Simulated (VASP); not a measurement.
# TiSi3O8 (Cmmm) in VASP: relaxation of cell and atoms with PBEsol

Aim: the relaxation of cell and atoms of TiSi3O8 with PBEsol.

Program: VASP 6.6.1. These are calculated values, not measurements. Logs are shortened: lines on timing, memory, paths and dates and some standing lists are left out, and cuts for length are marked.

**1. The cell of the first run**

Symmetry: Cmmm, No. 65, orthorhombic system. The conventional cell has a = 6.083 Å, b = 6.186 Å, c = 5.543 Å, α = 90.00°, β = 90.00°, γ = 90.00°. Si (site symmetry mmm) has 6 O at 1.77 to 1.90 Å within 2.4 Å. Si (site symmetry mm2) has 6 O at 1.81 to 1.83 Å within 2.4 Å. O (site symmetry m2m) has 3 Si at 1.81 to 1.90 Å and 1 O at 2.39 Å within 2.4 Å. Within 2.8 Å of O (site symmetry m) lie 2 Si at 1.77 to 1.83 Å and 1 Ti at 1.92 Å and 10 O at 2.43 to 2.75 Å. O (site symmetry m2m) has 2 Si at 1.81 Å and 1 Ti at 1.97 Å and 1 O at 2.24 Å within 2.4 Å. Within 2.5 Å of Ti (site symmetry mmm) lie 6 O at 1.92 to 1.97 Å.

**2. Relaxation of cell and atoms, PBEsol**

Input file INCAR:

```
SYSTEM = TiSi3O8
ALGO = Normal
EDIFF = 1E-7
EDIFFG = -0.005
ENCUT = 600
GGA = PS
IBRION = 2
ISIF = 3
ISMEAR = -1
LASPH = .TRUE.
LCHARG = .FALSE.
LREAL = .FALSE.
LWAVE = .FALSE.
NELM = 80
NSW = 80
PREC = Accurate
SIGMA = 0.02
```

Input file KPOINTS:

```
k-points
0
G
  6 6 4
  0 0 0
```

Input file POSCAR:

```
TiSi3O8
1.0
    3.0929592192     -3.0417127615      0.0000000000
    3.0929592192      3.0417127615      0.0000000000
    0.0000000000      0.0000000000      5.5427672250
Si O Ti
3 8 1
Direct
    0.5000000000      0.5000000000      0.0000000000
    0.0000000000      0.0000000000      0.7555488454
    0.0000000000      0.0000000000      0.2444511546
    0.1935194336      0.1935194336      0.0000000000
    0.8064805664      0.8064805664      0.0000000000
    0.6999453982      0.3000546018      0.7673934295
    0.3000546018      0.6999453982      0.7673934295
    0.1813282200      0.1813282200      0.5000000000
    0.8186717800      0.8186717800      0.5000000000
    0.6999453982      0.3000546018      0.2326065705
    0.3000546018      0.6999453982      0.2326065705
    0.5000000000      0.5000000000      0.5000000000
```

Potentials or basis: VASP PAW PBE potentials, release 64 (Si, O, Ti_sv).

On the command line:

```sh
$ cat potpaw_PBE.64/Si/POTCAR potpaw_PBE.64/O/POTCAR potpaw_PBE.64/Ti_sv/POTCAR > POTCAR
$ mpirun -np 1 vasp_std > vasp.out
```

OUTCAR:

```text
SYSTEM = TiSi3O8
   EDIFF = 1E-7
   EDIFFG = -0.005
   ENCUT = 600
   GGA = PS
   IBRION = 2
   ISIF = 3
   ISMEAR = -1
   LASPH = .TRUE.
   LREAL = .FALSE.
   NELM = 80
   NSW = 80
   PREC = Accurate

 ion  position               nearest neighbor table
   1  0.500  0.500  0.000-   6 1.77   7 1.77  10 1.77  11 1.77   4 1.90   5 1.90  12 2.77  12 2.77

   2  0.000  0.000  0.756-   8 1.81   9 1.81   4 1.81   5 1.81   6 1.83   7 1.83   3 2.71   3 2.83

   3  0.000  0.000  0.244-   8 1.81   9 1.81   4 1.81   5 1.81  10 1.83  11 1.83   2 2.71   2 2.83

   4  0.194  0.194  0.000-   2 1.81   3 1.81   1 1.90
   5  0.806  0.806  0.000-   2 1.81   3 1.81   1 1.90
   6  0.700  0.300  0.767-   1 1.77   2 1.83  12 1.92
   7  0.300  0.700  0.767-   1 1.77   2 1.83  12 1.92
   8  0.181  0.181  0.500-   2 1.81   3 1.81  12 1.97
   9  0.819  0.819  0.500-   2 1.81   3 1.81  12 1.97
  10  0.700  0.300  0.233-   1 1.77   3 1.83  12 1.92
  11  0.300  0.700  0.233-   1 1.77   3 1.83  12 1.92
  12  0.500  0.500  0.500-   6 1.92   7 1.92  10 1.92  11 1.92   8 1.97   9 1.97   1 2.77   1 2.77

  LATTYP: Found a base centered orthorhombic cell.
 ALAT       =     6.0834255230
 B/A-ratio  =     1.0168478952
 C/A-ratio  =     0.9111260102

  Lattice vectors:

 A1 = (  -3.0929592192,  -3.0417127615,   0.0000000000)
 A2 = (   3.0929592192,  -3.0417127615,   0.0000000000)
 A3 = (   0.0000000000,   0.0000000000,   5.5427672250)

Analysis of symmetry for initial positions (statically):
=====================================================================
 Subroutine PRICEL returns:
 Original cell was already a primitive cell.

 Routine SETGRP: Setting up the symmetry group for a
 base centered orthorhombic supercell.

 Subroutine GETGRP returns: Found  8 space group operations
 (whereof  8 operations were pure point group operations)
 out of a pool of  8 trial point group operations.

The static configuration has the point symmetry D_2h.

Analysis of symmetry for dynamics (positions and initial velocities):
=====================================================================
 Subroutine PRICEL returns:
 Original cell was already a primitive cell.

 Routine SETGRP: Setting up the symmetry group for a
 base centered orthorhombic supercell.

 Subroutine GETGRP returns: Found  8 space group operations
 (whereof  8 operations were pure point group operations)
 out of a pool of  8 trial point group operations.

The dynamic configuration has the point symmetry D_2h.

 Subroutine INISYM returns: Found  8 space group operations
 (whereof  8 operations are pure point group operations),
 and found     1 'primitive' translations

----------------------------------------------------------------------------------------

                                     Primitive cell

  volume of cell :     104.2915

  direct lattice vectors                    reciprocal lattice vectors
     3.092959219 -3.041712761  0.000000000     0.161657482 -0.164381071  0.000000000
     3.092959219  3.041712761  0.000000000     0.161657482  0.164381071  0.000000000
     0.000000000  0.000000000  5.542767225     0.000000000  0.000000000  0.180415298

  length of vectors
     4.338019508  4.338019508  5.542767225     0.230552115  0.230552115  0.180415298

  position of ions in fractional coordinates (direct lattice)
     0.500000000  0.500000000  0.000000000
     0.000000000  0.000000000  0.755548845
     0.000000000  0.000000000  0.244451155
     0.193519434  0.193519434  0.000000000
     0.806480566  0.806480566  0.000000000
     0.699945398  0.300054602  0.767393429
     0.300054602  0.699945398  0.767393429
     0.181328220  0.181328220  0.500000000
     0.818671780  0.818671780  0.500000000
     0.699945398  0.300054602  0.232606571
     0.300054602  0.699945398  0.232606571
     0.500000000  0.500000000  0.500000000

  ion indices of the primitive-cell ions
   primitive index   ion index
                 1           1
                 2           2
                 3           3
                 4           4
                 5           5
                 6           6
                 7           7
                 8           8
                 9           9
                10          10
                11          11
                12          12

----------------------------------------------------------------------------------------

 KPOINTS: k-points

Automatic generation of k-mesh.
 Grid dimensions read from file:
 generate k-points for:    6    6    4

 Generating k-lattice:

  Cartesian coordinates                     Fractional coordinates (reciprocal lattice)
     0.026942914 -0.027396845  0.000000000     0.166666667  0.000000000  0.000000000
     0.026942914  0.027396845  0.000000000     0.000000000  0.166666667  0.000000000
     0.000000000  0.000000000  0.045103824     0.000000000  0.000000000  0.250000000

  Length of vectors
     0.038425353  0.038425353  0.045103824

  Shift w.r.t. Gamma in fractional coordinates (k-lattice)
     0.000000000  0.000000000  0.000000000

 Subroutine IBZKPT returns following result:
 ===========================================

 Found     39 irreducible k-points:

 Following reciprocal coordinates:
            Coordinates               Weight
  0.000000  0.000000  0.000000      1.000000
  0.166667  0.000000  0.000000      4.000000
  0.333333  0.000000  0.000000      4.000000
  0.500000  0.000000  0.000000      2.000000
  0.166667  0.166667  0.000000      2.000000
  0.333333  0.166667  0.000000      4.000000
[... 16 lines left out ...]
  0.333333  0.333333  0.250000      4.000000
  0.500000  0.333333  0.250000      8.000000
 [... further k-points ...]
   k-points           NKPTS =     39   k-points in BZ     NKDIM =     39   number of bands    NBANDS=     43
   number of dos      NEDOS =    301   number of ions     NIONS =     12
   total plane-waves  NPLWV =  62208
   dimension x,y,z NGX =    36 NGY =   36 NGZ =   48
   dimension x,y,z NGXF=    72 NGYF=   72 NGZF=   96
   ions per type =               3   8   1
   NGX,Y,Z   is equivalent  to a cutoff of  13.80, 13.80, 14.40 a.u.
   NGXF,Y,Z  is equivalent  to a cutoff of  27.59, 27.59, 28.79 a.u.
 SYSTEM =  TiSi3O8
   PREC   = accura    normal or accurate (medium, high low for compatibility)
   ISTART =      0    job   : 0-new  1-cont  2-samecut
   ICHARG =      2    charge: 1-file 2-atom 10-const
   ISPIN  =      1    spin polarized calculation?
   LNONCOLLINEAR =      F non collinear calculations
   LSORBIT =      F    spin-orbit coupling
   LASPH  =      T    aspherical Exc in radial PAW
   ENCUT  =  600.0 eV  44.10 Ry    6.64 a.u.   8.66  8.66 11.07*2*pi/ulx,y,z
   NELM   =     80;   NELMIN=  2; NELMDL= -5     # of ELM steps
   EDIFF  = 0.1E-06   stopping-criterion for ELM
   LREAL  =      F    real-space projection
   EDIFFG = -.5E-02   stopping-criterion for IOM
   NSW    =     80    number of steps for IOM
   IBRION =      2    ionic relax: 0-MD 1-quasi-New 2-CG
   NFREE  =      1    steps in history (QN), initial steepest desc. (CG)
   ISIF   =      3    stress and relaxation
   ISYM   =      2    0-nonsym 1-usesym 2-fastsym
   POTIM  = 0.5000    time-step for ionic-motion
   TEBEG  =    0.0;   TEEND  =   0.0 temperature during run
   PSTRESS=    0.0 pullay stress
   NELECT =      72.0000    total number of electrons
   NUPDOWN=      -1.0000    fix difference up-down
   EMIN   =  10.00;   EMAX   =-10.00  energy-range for DOS
   EFERMI =   0.00;   METHOD = LEGACY
   ISMEAR =    -1;   SIGMA  =   0.02  broadening in eV -4-tet -1-fermi 0-gaus
   EFERMI_NEDOS =   21; number of points for ismear=-14 and -15
   IALGO  =     38    algorithm
   IMIX   =      4    mixing-type and parameters
     AMIX     =   0.40;   BMIX     =  1.00
     AMIX_MAG =   1.60;   BMIX_MAG =  1.00
  volume/ion in A,a.u.               =       8.69        58.65
  Fermi-wavevector in a.u.,A,eV,Ry     =   1.446892  2.734229 28.483732  2.093495
  Thomas-Fermi vector in A             =   2.564909
   LORBIT       =      0    0 simple, 1 ext, 2 COOP (PROOUT), +10 PAW based schemes
   GGA     = PS    functional components
   LHFCALC =     F    Hartree Fock is set to
   AEXX    =    0.0000 exact exchange contribution
   IVDW    =     0    specifies the selected vdW correction
   LEPSILON=     F    determine dielectric tensor
   LRPA    =     F    only Hartree local field effects (RPA)
 conjugate gradient relaxation of ions
 non-spin polarized calculation
  energy-cutoff  :      600.00
  volume of cell :      104.29
 maximum number of plane-waves:      3504
 NGX is ok and might be reduce to    36
   NGX = 17   NGY = 17   NGZ = 23

--------------------------------------- Ionic step        1  -------------------------------------------

 number of electron      72.0000008 magnetization

 Free energy of the ion-electron system (eV)
  ---------------------------------------------------
  ext. energy  EPLUGINS =         0.00000000
  ---------------------------------------------------
  free energy    TOTEN  =      -100.74634469 eV

  energy without entropy =     -100.74634469  energy(sigma->0) =     -100.74634469

------------------------ aborting loop because EDIFF is reached ----------------------------------------

  FORCE on cell =-STRESS in cart. coord.  units (eV):
  Direction    XX          YY          ZZ          XY          YZ          ZX
  --------------------------------------------------------------------------------------
  -------------------------------------------------------------------------------------
  Total       -4.2652030     -4.1118375     -4.1041041      0.0000000      0.0000000      0.0000000
  in kB      -65.5241294    -63.1680542    -63.0492501      0.0000000      0.0000000      0.0000000
  external PRESSURE =     -63.9138112 kB  Pullay stress =       0.0000000 kB
[... 119 lines left out ...]
  FREE ENERGIE OF THE ION-ELECTRON SYSTEM (eV)
  ---------------------------------------------------
  free  energy   TOTEN  =      -100.7944712930 eV

  energy  without entropy=     -100.7944712930  energy(sigma->0) =     -100.79447129

[... ionic steps 4 to 7 ...]

--------------------------------------- Ionic step        8  -------------------------------------------

 number of electron      72.0000008 magnetization

------------------------ aborting loop because EDIFF is reached ----------------------------------------
[... 87 lines left out ...]
--------------------------------------- Ionic step       10  -------------------------------------------

 number of electron      72.0000008 magnetization

 Free energy of the ion-electron system (eV)
  ---------------------------------------------------
  ext. energy  EPLUGINS =         0.00000000
  ---------------------------------------------------
  free energy    TOTEN  =      -100.80057726 eV

  energy without entropy =     -100.80057726  energy(sigma->0) =     -100.80057726

 E-fermi :   7.5220     XC(G=0): -12.2675

 val. band max:        7.1188533557   @ k =   0.0000   0.0000   0.0000
 cond. band min:       8.8269291811   @ k =   0.0000   0.0000   0.0000
 fundamental gap:      1.7080758254
 Fermi energy:         7.5219597947

 k-point     1 :       0.0000    0.0000    0.0000
  band No.  band energies     occupation
      1     -49.8767      2.00000
      2     -26.4849      2.00000
      3     -26.3026      2.00000
      4     -26.1441      2.00000
      5     -14.3272      2.00000
      6     -12.1239      2.00000
[... 1093 lines left out ...]
     42      14.2589      0.00000
     43      14.6760      0.00000

 [... further k-points ...]

------------------------ aborting loop because EDIFF is reached ----------------------------------------

  FORCE on cell =-STRESS in cart. coord.  units (eV):
  Direction    XX          YY          ZZ          XY          YZ          ZX
  --------------------------------------------------------------------------------------
  -------------------------------------------------------------------------------------
  Total        0.0003925      0.0004010     -0.0035787      0.0000000      0.0000000      0.0000000
  in kB        0.0061864      0.0063205     -0.0564023      0.0000000      0.0000000      0.0000000
  external PRESSURE =      -0.0146318 kB  Pullay stress =       0.0000000 kB
[... 27 lines left out ...]
  FREE ENERGIE OF THE ION-ELECTRON SYSTEM (eV)
  ---------------------------------------------------
  free  energy   TOTEN  =      -100.8005772607 eV

  energy  without entropy=     -100.8005772607  energy(sigma->0) =     -100.80057726

 reached required accuracy - stopping structural energy minimisation
```

Wall time 9.8 min (1 thread of Intel Xeon 6975P-C (Granite Rapids), shared host); peak memory 0.35 GiB.

What came out:

| Item | Value |
| --- | --- |
| Free energy | -100.8006 eV |
| Relaxed volume | 8.47 Å³/atom |
| Relaxed cell | a = 4.293 Å, b = 4.293 Å, c = 5.518 Å, α = 90.00°, β = 90.00°, γ = 89.10° |
| Space group after relaxing (to 0.1 Å) | Cmmm (No. 65) |
| Energy gained by relaxing | 4.5 meV/atom |
| Ionic steps | 10 |
| Pressure after relaxing | 0.0 GPa |
| Band gap on the k mesh | 1.71 eV |

Forces in eV/Å, atoms in the order of the input:
```
Si   0.000  0.000  0.000
Si   0.000  0.000 -0.001
Si   0.000  0.000  0.001
O    0.003  0.000  0.000
O   -0.003  0.000  0.000
O    0.000  0.000  0.001
O    0.000  0.000  0.001
O   -0.002  0.000  0.000
O    0.002  0.000  0.000
O    0.000  0.000 -0.001
O    0.000  0.000 -0.001
Ti   0.000  0.000  0.000
```

Step by step:
```
step  energy change (eV)  largest force (eV/Å)  pressure (GPa)  volume (Å³)
   1              0.0000                0.0575           -6.39       104.29
   2              0.0261                0.4142            8.66        99.15
   3             -0.0481                0.1597           -0.05       101.95
   4             -0.0537                0.0529            0.01       101.69
   5             -0.0538                0.0586            0.02       101.67
   6             -0.0541                0.0639            0.00       101.65
   7             -0.0542                0.0211            0.01       101.66
   8             -0.0542                0.0144           -0.01       101.66
   9             -0.0542                0.0070            0.00       101.66
  10             -0.0542                0.0026            0.00       101.66
```

Final structure:
```cif
data_structure
_symmetry_space_group_name_H-M 'P 1'
_symmetry_Int_Tables_number 1
_cell_length_a 4.2926
_cell_length_b 4.2926
_cell_length_c 5.5177
_cell_angle_alpha 90.000
_cell_angle_beta 90.000
_cell_angle_gamma 89.098
_cell_volume 101.66
loop_
_atom_site_label
_atom_site_type_symbol
_atom_site_fract_x
_atom_site_fract_y
_atom_site_fract_z
_atom_site_occupancy
Si1 Si 0.50000 0.50000 0.00000 1
Si2 Si 0.00000 0.00000 0.75544 1
Si3 Si 0.00000 0.00000 0.24456 1
O1 O 0.19498 0.19498 0.00000 1
O2 O 0.80502 0.80502 0.00000 1
O3 O 0.70090 0.29910 0.76716 1
O4 O 0.29910 0.70090 0.76716 1
O5 O 0.18216 0.18216 0.50000 1
O6 O 0.81784 0.81784 0.50000 1
O7 O 0.70090 0.29910 0.23284 1
O8 O 0.29910 0.70090 0.23284 1
Ti1 Ti 0.50000 0.50000 0.50000 1
```

Caveat: the PAW data sets were made with another functional, which shifts forces and pressure a little. A k mesh can miss the band edges.
